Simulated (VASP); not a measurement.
Set up this calculation in VASP 6.6.1, as the native input.

| Item | Value |
| --- | --- |
| Task | single point |
| Functional | PBE |
| Potentials or basis | VASP PAW PBE potentials, release 64 (Na_pv, Cl) |
| Cutoff | 520 eV |
| k mesh | 9 × 9 × 9 |
| Occupations | fermi-dirac, width 0.03 eV |
| Spin | no spin polarisation |
| Dipole correction | no |
| Further INCAR settings | ALGO = Normal; EDIFF = 1e-06; NBANDS = 14 |

The structure of NaCl lies in POSCAR:

```
NaCl
1.0
    2.8408047908      0.0000000000      0.0000000000
    0.0000000000      2.8408047908      0.0000000000
    0.0000000000      0.0000000000      2.8408047908
Na Cl
1 1
Direct
    0.0000000000      0.0000000000      0.0000000000
    0.5000000000      0.5000000000      0.5000000000
```

This cell differs from its parent crystal: volume scaled by 0.98.

These files were run (other wordings do the same):

INCAR

```
ALGO = Normal
EDIFF = 1E-6
ENCUT = 520
GGA = PE
ISIF = 2
ISMEAR = -1
LASPH = T
LCHARG = F
LREAL = F
LWAVE = F
NBANDS = 14
NELM = 60
PREC = Accurate
SIGMA = 0.03
```

KPOINTS

```
k-points
0
Gamma
  9 9 9
```

Potentials or basis: VASP PAW PBE potentials, release 64 (Na_pv, Cl).

The run is started by

```console
$ cat potpaw_PBE.64/Na_pv/POTCAR potpaw_PBE.64/Cl/POTCAR > POTCAR
$ mpirun -np 1 vasp_std > vasp.out
```

Results of the run:

- Pressure: 70.5 GPa
- Band gap on the k mesh: 4.69 eV, direct

Run time: 5.4 s on 1 thread of AMD EPYC 9R45 96-Core Processor (Zen 5) (shared host), peak memory 0.1 GiB.
